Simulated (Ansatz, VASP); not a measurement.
**Ca in VASP and in Ansatz**

File INCAR:

```
SYSTEM = Ca
  PREC = Accurate
  ENCUT = 520
  EDIFF = 1E-6
  ISMEAR = 0
  SIGMA = 0.15
  LREAL = .FALSE.
  LASPH = .TRUE.
  NELM = 100
  ALGO = Fast
  ISIF = 2
  LWAVE = .FALSE.
  LCHARG = .TRUE.
  GGA = PE
  LELF = .TRUE.
  LVHAR = .TRUE.
  NBANDS = 11
```

Contents of KPOINTS:

```
regular mesh
0
G
  14 14 14
  0 0 0
```

POSCAR

```
Ca
1.0
    0.0000000000      2.9059680000      2.7942000000
    2.9059680000      0.0000000000      2.7942000000
    2.9059680000      2.9059680000      0.0000000000
Ca
1
Direct
    0.0000000000      0.0000000000      0.0000000000
```

Input for Ansatz:

```yaml
crystal:
  lattice:
    - [0.0, 2.905968, 2.7942]
    - [2.905968, 0.0, 2.7942]
    - [2.905968, 2.905968, 0.0]
  atoms:
    - { symbol: Ca, position: [0.0, 0.0, 0.0] }
basis:
  ecutwfc: 420
kpoints:
  mp_grid: { grid: [14, 14, 14] }
hamiltonian:
  xc: pbe
scf:
  occupations: { method: gaussian, width: 0.15 }
output:
  forces: true
  stress: true
  eigenvalues: true
  write_density: true
  write_potential: true
  elf: true
  volumetric_format: npy
```

Change from the starting cell: strain +0.040 along x and y, +0.000 along z, atoms carried along.

Alike in both runs: task single point; functional PBE; k mesh 14 × 14 × 14; occupations gaussian, width 0.15 eV; no spin polarisation.

```csv
,VASP,Ansatz
version,VASP 6.6.1,Ansatz 0.2.0
potentials or method,"VASP PAW PBE potentials, release 64 (Ca_sv), cutoff 520 eV","scalar-relativistic, plane waves, PAW"
valence electrons in the cell,10,10
```

|  | VASP | Ansatz | Ansatz less VASP |
| --- | --- | --- | --- |
| gap on the k mesh at the Fermi level (eV) | none | none | - |
| pressure (GPa) | -1.6 | -1.6 | 0.00 |
| traceless stress, the component that is largest in VASP (GPa) | 0.15 | 0.15 | 0.000 |

A gap of «none» marks a metal or a gap that the smearing closes.
